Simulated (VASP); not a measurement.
# Bi2H3 (P6/mmm) in VASP: further runs

Bi2H3 is run at these levels: PBE; tasks: single point, relaxation of cell and atoms.

Everything below comes from runs of VASP 6.6.1. Logs are shortened: lines on timing, memory, paths and dates and some standing lists are left out, and cuts for length are marked.

## 1. The cell of the first run

It takes space group P6/mmm (No. 191, hexagonal). The conventional cell has a = 5.369 Å, b = 5.369 Å, c = 4.076 Å, α = 90.00°, β = 90.00°, γ = 120.00°. Within 2.7 Å of Bi (site symmetry -6m2) lie 2 H at 2.04 Å. H (site symmetry -6m2) has 2 Bi at 2.04 Å within 2.7 Å. H (site symmetry 6/mmm) has 8 H at 3.10 to 4.08 Å and 12 Bi at 3.71 Å within 4.1 Å.

## 2. Single point, PBE

Contents of INCAR:

```
SYSTEM = Bi2H3
ALGO = Normal ; EDIFF = 1E-6
ENCUT = 520 ; GGA = PE
ISIF = 2 ; ISMEAR = 0
LASPH = .TRUE. ; LCHARG = .FALSE.
LREAL = .FALSE. ; LWAVE = .FALSE.
NBANDS = 24 ; NELM = 100
PREC = Accurate ; SIGMA = 0.1
```

Contents of KPOINTS:

```
k-points
0
G
  12 12 10
  0 0 0
```

Contents of POSCAR:

```
Bi2H3
1.0
    5.3689937882      0.0000000000      0.0000000000
   -2.6844968941      4.6496850134      0.0000000000
    0.0000000000      0.0000000000      4.0758296491
Bi H
2 3
Direct
    0.3333333333      0.6666666667      0.0000000000
    0.6666666667      0.3333333333      0.0000000000
    0.3333333333      0.6666666667      0.5000000000
    0.6666666667      0.3333333333      0.5000000000
    0.0000000000      0.0000000000      0.5000000000
```

Potentials or basis: VASP PAW PBE potentials, release 64 (Bi_d, H).

The run is started by

```bash
cat potpaw_PBE.64/Bi_d/POTCAR potpaw_PBE.64/H/POTCAR > POTCAR
mpirun -np 1 vasp_std > vasp.out
```

OUTCAR:

```text
SYSTEM = Bi2H3
   EDIFF = 1E-6
   ENCUT = 520
   GGA = PE
   ISIF = 2
   ISMEAR = 0
   LASPH = .TRUE.
   LREAL = .FALSE.
   NELM = 100
   PREC = Accurate

 ion  position               nearest neighbor table
   1  0.333  0.667  0.000-   3 2.04   3 2.04   2 3.10   2 3.10   2 3.10
   2  0.667  0.333  0.000-   4 2.04   4 2.04   1 3.10   1 3.10   1 3.10
   3  0.333  0.667  0.500-   1 2.04   1 2.04
   4  0.667  0.333  0.500-   2 2.04   2 2.04
   5  0.000  0.000  0.500-

  LATTYP: Found a hexagonal cell.
 ALAT       =     5.3689937882
 C/A-ratio  =     0.7591421801

  Lattice vectors:

 A1 = (   5.3689937882,   0.0000000000,   0.0000000000)
 A2 = (  -2.6844968941,   4.6496850134,   0.0000000000)
 A3 = (   0.0000000000,   0.0000000000,   4.0758296491)

Analysis of symmetry for initial positions (statically):
=====================================================================
 Subroutine PRICEL returns:
 Original cell was already a primitive cell.

 Routine SETGRP: Setting up the symmetry group for a
 hexagonal supercell.

 Subroutine GETGRP returns: Found 24 space group operations
 (whereof 24 operations were pure point group operations)
 out of a pool of 24 trial point group operations.

The static configuration has the point symmetry D_6h.

Analysis of symmetry for dynamics (positions and initial velocities):
=====================================================================
 Subroutine PRICEL returns:
 Original cell was already a primitive cell.

 Routine SETGRP: Setting up the symmetry group for a
 hexagonal supercell.

 Subroutine GETGRP returns: Found 24 space group operations
 (whereof 24 operations were pure point group operations)
 out of a pool of 24 trial point group operations.

The dynamic configuration has the point symmetry D_6h.

 Subroutine INISYM returns: Found 24 space group operations
 (whereof 24 operations are pure point group operations),
 and found     1 'primitive' translations

----------------------------------------------------------------------------------------

                                     Primitive cell

  volume of cell :     101.7495

  direct lattice vectors                    reciprocal lattice vectors
     5.368993788  0.000000000  0.000000000     0.186254639  0.107534166  0.000000000
    -2.684496894  4.649685013  0.000000000     0.000000000  0.215068332  0.000000000
     0.000000000  0.000000000  4.075829649     0.000000000  0.000000000  0.245348821

  length of vectors
     5.368993788  5.368993788  4.075829649     0.215068332  0.215068332  0.245348821

  position of ions in fractional coordinates (direct lattice)
     0.333333333  0.666666667  0.000000000
     0.666666667  0.333333333  0.000000000
     0.333333333  0.666666667  0.500000000
     0.666666667  0.333333333  0.500000000
     0.000000000  0.000000000  0.500000000

  ion indices of the primitive-cell ions
   primitive index   ion index
                 1           1
                 2           2
                 3           3
                 4           4
                 5           5

----------------------------------------------------------------------------------------

 KPOINTS: k-points

Automatic generation of k-mesh.
 Grid dimensions read from file:
 generate k-points for:   12   12   10

 Generating k-lattice:

  Cartesian coordinates                     Fractional coordinates (reciprocal lattice)
     0.015521220  0.008961180  0.000000000     0.083333333  0.000000000  0.000000000
     0.000000000  0.017922361  0.000000000     0.000000000  0.083333333  0.000000000
     0.000000000  0.000000000  0.024534882     0.000000000  0.000000000  0.100000000

  Length of vectors
     0.017922361  0.017922361  0.024534882

  Shift w.r.t. Gamma in fractional coordinates (k-lattice)
     0.000000000  0.000000000  0.000000000

 Subroutine IBZKPT returns following result:
 ===========================================

 Found    114 irreducible k-points:

 Following reciprocal coordinates:
            Coordinates               Weight
  0.000000  0.000000  0.000000      1.000000
  0.083333 -0.000000  0.000000      6.000000
  0.166667 -0.000000  0.000000      6.000000
  0.250000 -0.000000  0.000000      6.000000
  0.333333 -0.000000  0.000000      6.000000
  0.416667 -0.000000  0.000000      6.000000
[... 16 lines left out ...]
  0.250000 -0.000000  0.100000     12.000000
  0.333333 -0.000000  0.100000     12.000000
 [... further k-points ...]
   k-points           NKPTS =    114   k-points in BZ     NKDIM =    114   number of bands    NBANDS=     24
   number of dos      NEDOS =    301   number of ions     NIONS =      5
   total plane-waves  NPLWV =  48000
   dimension x,y,z NGX =    40 NGY =   40 NGZ =   30
   dimension x,y,z NGXF=    80 NGYF=   80 NGZF=   60
   ions per type =               2   3
   NGX,Y,Z   is equivalent  to a cutoff of  12.39, 12.39, 12.24 a.u.
   NGXF,Y,Z  is equivalent  to a cutoff of  24.77, 24.77, 24.47 a.u.
 SYSTEM =  Bi2H3
   PREC   = accura    normal or accurate (medium, high low for compatibility)
   ISTART =      0    job   : 0-new  1-cont  2-samecut
   ICHARG =      2    charge: 1-file 2-atom 10-const
   ISPIN  =      1    spin polarized calculation?
   LNONCOLLINEAR =      F non collinear calculations
   LSORBIT =      F    spin-orbit coupling
   LASPH  =      T    aspherical Exc in radial PAW
   ENCUT  =  520.0 eV  38.22 Ry    6.18 a.u.   9.98  9.98  7.58*2*pi/ulx,y,z
   NELM   =    100;   NELMIN=  2; NELMDL= -5     # of ELM steps
   EDIFF  = 0.1E-05   stopping-criterion for ELM
   LREAL  =      F    real-space projection
   EDIFFG = 0.1E-04   stopping-criterion for IOM
   NSW    =      0    number of steps for IOM
   IBRION =     -1    ionic relax: 0-MD 1-quasi-New 2-CG
   NFREE  =      0    steps in history (QN), initial steepest desc. (CG)
   ISIF   =      2    stress and relaxation
   ISYM   =      2    0-nonsym 1-usesym 2-fastsym
   POTIM  = 0.5000    time-step for ionic-motion
   TEBEG  =    0.0;   TEEND  =   0.0 temperature during run
   PSTRESS=    0.0 pullay stress
   NELECT =      33.0000    total number of electrons
   NUPDOWN=      -1.0000    fix difference up-down
   EMIN   =  10.00;   EMAX   =-10.00  energy-range for DOS
   EFERMI =   0.00;   METHOD = LEGACY
   ISMEAR =     0;   SIGMA  =   0.10  broadening in eV -4-tet -1-fermi 0-gaus
   EFERMI_NEDOS =   21; number of points for ismear=-14 and -15
   IALGO  =     38    algorithm
   IMIX   =      4    mixing-type and parameters
     AMIX     =   0.40;   BMIX     =  1.00
     AMIX_MAG =   1.60;   BMIX_MAG =  1.00
  volume/ion in A,a.u.               =      20.35       137.33
  Fermi-wavevector in a.u.,A,eV,Ry     =   1.124783  2.125531 17.213224  1.265136
  Thomas-Fermi vector in A             =   2.261456
   LORBIT       =      0    0 simple, 1 ext, 2 COOP (PROOUT), +10 PAW based schemes
   GGA     = PE    functional components
   LHFCALC =     F    Hartree Fock is set to
   AEXX    =    0.0000 exact exchange contribution
   IVDW    =     0    specifies the selected vdW correction
   LEPSILON=     F    determine dielectric tensor
   LRPA    =     F    only Hartree local field effects (RPA)
 non-spin polarized calculation
 Gauss-broadening in eV      SIGMA  =   0.10
  energy-cutoff  :      520.00
  volume of cell :      101.75
 maximum number of plane-waves:      2758
 NGX is ok and might be reduce to    40
   NGX = 19   NGY = 19   NGZ = 15

 number of electron      33.0000007 magnetization

 Free energy of the ion-electron system (eV)
  ---------------------------------------------------
  ext. energy  EPLUGINS =         0.00000000
  ---------------------------------------------------
  free energy    TOTEN  =       -14.27182449 eV

  energy without entropy =      -14.26070524  energy(sigma->0) =      -14.26626486

 E-fermi :   3.0196     XC(G=0):  -8.5075

 val. band max:        2.9995094896   @ k =   0.1667  -0.0000   0.5000
 cond. band min:       3.0213792074   @ k =   0.1667   0.0833   0.0000
 fundamental gap:      0.0218697178
 Fermi energy:         3.0195872313

 k-point     1 :       0.0000    0.0000    0.0000
  band No.  band energies     occupation
      1     -19.7792      2.00000
      2     -19.7167      2.00000
      3     -19.7167      2.00000
      4     -19.6570      2.00000
      5     -19.6570      2.00000
      6     -19.6014      2.00000
[... 16 lines left out ...]
     23      12.3856      0.00000
     24      12.3856      0.00000

 k-point     2 :       0.0833   -0.0000    0.0000
  band No.  band energies     occupation
      1     -19.7792      2.00000
      2     -19.7234      2.00000
      3     -19.7228      2.00000
      4     -19.6575      2.00000
      5     -19.6558      2.00000
      6     -19.5999      2.00000
[... 16 lines left out ...]
     23      12.2505      0.00000
     24      12.3525      0.00000

 k-point     3 :       0.1667   -0.0000    0.0000
  band No.  band energies     occupation
      1     -19.7797      2.00000
      2     -19.7393      2.00000
      3     -19.7364      2.00000
      4     -19.6589      2.00000
      5     -19.6522      2.00000
      6     -19.5986      2.00000
[... 16 lines left out ...]
     23      11.9632      0.00000
     24      12.4814      0.00000

 k-point     4 :       0.2500   -0.0000    0.0000
  band No.  band energies     occupation
      1     -19.7825      2.00000
      2     -19.7573      2.00000
      3     -19.7492      2.00000
      4     -19.6608      2.00000
      5     -19.6468      2.00000
      6     -19.5993      2.00000
[... 16 lines left out ...]
     23      11.6380      0.00000
     24      12.1764      0.00000

 k-point     5 :       0.3333   -0.0000    0.0000
  band No.  band energies     occupation
      1     -19.7888      2.00000
      2     -19.7726      2.00000
      3     -19.7559      2.00000
      4     -19.6625      2.00000
      5     -19.6405      2.00000
      6     -19.6007      2.00000
[... 16 lines left out ...]
     23      11.2517      0.00000
     24      11.5775      0.00000

 k-point     6 :       0.4167   -0.0000    0.0000
  band No.  band energies     occupation
      1     -19.7953      2.00000
      2     -19.7827      2.00000
      3     -19.7578      2.00000
      4     -19.6638      2.00000
      5     -19.6348      2.00000
      6     -19.6021      2.00000
[... 16 lines left out ...]
     23      10.7624      0.00000
     24      11.6420      0.00000
[... 379 lines left out ...]
 k-point    21 :       0.0833   -0.0000    0.1000
  band No.  band energies     occupation
      1     -19.7732      2.00000
      2     -19.7233      2.00000
      3     -19.7225      2.00000
      4     -19.6585      2.00000
      5     -19.6568      2.00000
      6     -19.5935      2.00000
[... 16 lines left out ...]
     23      11.3041      0.00000
     24      11.4385      0.00000

 k-point    22 :       0.1667   -0.0000    0.1000
  band No.  band energies     occupation
      1     -19.7742      2.00000
      2     -19.7392      2.00000
      3     -19.7355      2.00000
      4     -19.6599      2.00000
      5     -19.6532      2.00000
      6     -19.5928      2.00000
[... 16 lines left out ...]
     23      11.0477      0.00000
     24      11.6805      0.00000

 k-point    23 :       0.2500   -0.0000    0.1000
  band No.  band energies     occupation
      1     -19.7783      2.00000
      2     -19.7572      2.00000
      3     -19.7469      2.00000
      4     -19.6617      2.00000
      5     -19.6478      2.00000
      6     -19.5939      2.00000
[... 16 lines left out ...]
     23      10.7808      0.00000
     24      11.7891      0.00000

 k-point    24 :       0.3333   -0.0000    0.1000
  band No.  band energies     occupation
      1     -19.7862      2.00000
      2     -19.7725      2.00000
      3     -19.7519      2.00000
      4     -19.6635      2.00000
      5     -19.6414      2.00000
      6     -19.5956      2.00000
[... 16 lines left out ...]
     23      10.6936      0.00000
     24      10.9778      0.00000

 [... further k-points ...]
[... 5 lines left out ...]
  --------------------------------------------------------------------------------------
  -------------------------------------------------------------------------------------
  Total       -0.0423577     -0.0423577     -0.0547294     -0.0000000     -0.0000000      0.0000000
  in kB       -0.6669757     -0.6669757     -0.8617844     -0.0000000     -0.0000000      0.0000000
  external PRESSURE =      -0.7319119 kB  Pullay stress =       0.0000000 kB

 VOLUME and BASIS-vectors are now :
 -----------------------------------------------------------------------------
  energy-cutoff  :      520.00
  volume of cell :      101.75
      direct lattice vectors                 reciprocal lattice vectors
     5.368993788  0.000000000  0.000000000     0.186254639  0.107534166  0.000000000
    -2.684496894  4.649685013  0.000000000     0.000000000  0.215068332  0.000000000
     0.000000000  0.000000000  4.075829649     0.000000000  0.000000000  0.245348821

 POSITION                                       TOTAL-FORCE (eV/Angst)
 -----------------------------------------------------------------------------------
     -0.00000      3.09979      0.00000         0.000000      0.000000      0.000000
      2.68450      1.54990      0.00000        -0.000000     -0.000000     -0.000000
     -0.00000      3.09979      2.03791         0.000000      0.000000     -0.000000
      2.68450      1.54990      2.03791         0.000000      0.000000      0.000000
      0.00000      0.00000      2.03791         0.000000      0.000000     -0.000000
 -----------------------------------------------------------------------------------
    total drift:                                0.000000     -0.000000      0.000000

  FREE ENERGIE OF THE ION-ELECTRON SYSTEM (eV)
  ---------------------------------------------------
  free  energy   TOTEN  =       -14.2718244906 eV

  energy  without entropy=      -14.2607052377  energy(sigma->0) =      -14.26626486
```

Run time: 3.6 min. Hardware: 1 thread of Oxide Virtual Turin-like, shared host; peak memory 0.33 GiB.

What came out:

* Free energy: -14.2718 eV
* Pressure: -0.1 GPa

Levels at points of the mesh, in eV from the Fermi level:
| k point | band 13 | band 14 | band 15 | band 16 | band 17 | band 18 | band 19 | band 20 | band 21 | band 22 |
| --- | --- | --- | --- | --- | --- | --- | --- | --- | --- | --- |
| (0.00, 0.00, 0.00) | -2.26 | -2.26 | -1.02 | -0.24 | -0.18 | 1.26 | 1.37 | 1.37 | 2.92 | 8.36 |
| (0.50, 0.00, 0.00) | -2.99 | -2.45 | -0.33 | 0.05 | 0.62 | 1.54 | 1.59 | 2.64 | 3.96 | 7.48 |
| (0.00, 0.00, 0.50) | -6.42 | -4.44 | -1.71 | -1.71 | 0.12 | 2.23 | 2.23 | 5.41 | 5.41 | 5.56 |
| (0.50, 0.00, 0.50) | -5.78 | -5.18 | -2.40 | -0.91 | -0.44 | 3.29 | 4.37 | 4.65 | 6.44 | 6.55 |

Caveat: spin-orbit coupling is left out, which moves the levels of the heavy elements.

## 3. Relaxation of cell and atoms, PBE

This run uses another cell than the first one, of 20.05 Å³/atom, 0.986 times its volume.

Contents of INCAR:

```
ALGO = Normal ; EDIFF = 1E-7
EDIFFG = -0.01 ; ENCUT = 600
GGA = PE ; IBRION = 2
ISIF = 3 ; ISMEAR = 0
LASPH = T ; LCHARG = F
LREAL = F ; LWAVE = F
NELM = 100 ; NSW = 100
PREC = Accurate ; SIGMA = 0.1
```

Contents of KPOINTS:

```
k-points
0
Gamma
  12 12 10
```

POSCAR, as its differences from that of step 2:

```diff
@@ -2,5 +2,5 @@
 1.0
-    5.3689937882      0.0000000000      0.0000000000
-   -2.6844968941      4.6496850134      0.0000000000
-    0.0000000000      0.0000000000      4.0758296491
+    5.3052813077      0.0000000000      0.0000000000
+   -2.6526406538      4.5945083867      0.0000000000
+    0.0000000000      0.0000000000      4.1137954202
 Bi H
```

Potentials or basis: VASP PAW PBE potentials, release 64 (Bi_d, H).

The run is started by

```bash
cat potpaw_PBE.64/Bi_d/POTCAR potpaw_PBE.64/H/POTCAR > POTCAR
mpirun -np 1 vasp_std > vasp.out
```

It took 20 min on 1 thread of Oxide Virtual Turin-like, shared host; peak memory 0.39 GiB.

The run converged. Its results:

| Quantity | Value |
| --- | --- |
| Free energy | -14.2724 eV |
| Relaxed volume | 20.35 Å³/atom |
| Relaxed cell | a = 5.368 Å, b = 5.368 Å, c = 4.076 Å, α = 90.00°, β = 90.00°, γ = 120.00° |
| Space group after relaxing (to 0.05 Å) | P6/mmm (No. 191) |
| Energy gained by relaxing | 2.7 meV/atom |
| Ionic steps | 5 |
| Pressure after relaxing | 0.0 GPa |

Step by step:
```csv
step,energy change (eV),largest force (eV/Å),pressure (GPa),volume (Å³)
1,0.0000,0.0000,0.28,100.27
2,-0.0120,0.0000,0.29,100.78
3,-0.0125,0.0000,0.31,100.91
4,-0.0132,0.0000,0.07,101.54
5,-0.0133,0.0000,0.00,101.74
```

Final structure:
```
CELL_PARAMETERS angstrom
5.36848 0.00000 0.00000
-2.68424 4.64924 0.00000
0.00000 0.00000 4.07611
ATOMIC_POSITIONS crystal
Bi 0.33333 0.66667 0.00000
Bi 0.66667 0.33333 0.00000
H 0.33333 0.66667 0.50000
H 0.66667 0.33333 0.50000
H 0.00000 0.00000 0.50000
```

Levels at points of the mesh, in eV from the Fermi level:
```csv
k point,band 13,band 14,band 15,band 16,band 17,band 18,band 19,band 20
"(0.00, 0.00, 0.00)",-2.26,-2.26,-1.02,-0.24,-0.18,1.26,1.37,1.37
"(0.50, 0.00, 0.00)",-2.99,-2.45,-0.33,0.05,0.62,1.54,1.59,2.65
"(0.00, 0.00, 0.50)",-6.42,-4.44,-1.71,-1.71,0.12,2.23,2.23,5.41
"(0.50, 0.00, 0.50)",-5.78,-5.18,-2.40,-0.91,-0.44,3.29,4.37,4.65
```

Caveat: spin-orbit coupling is left out, which moves the levels of the heavy elements.
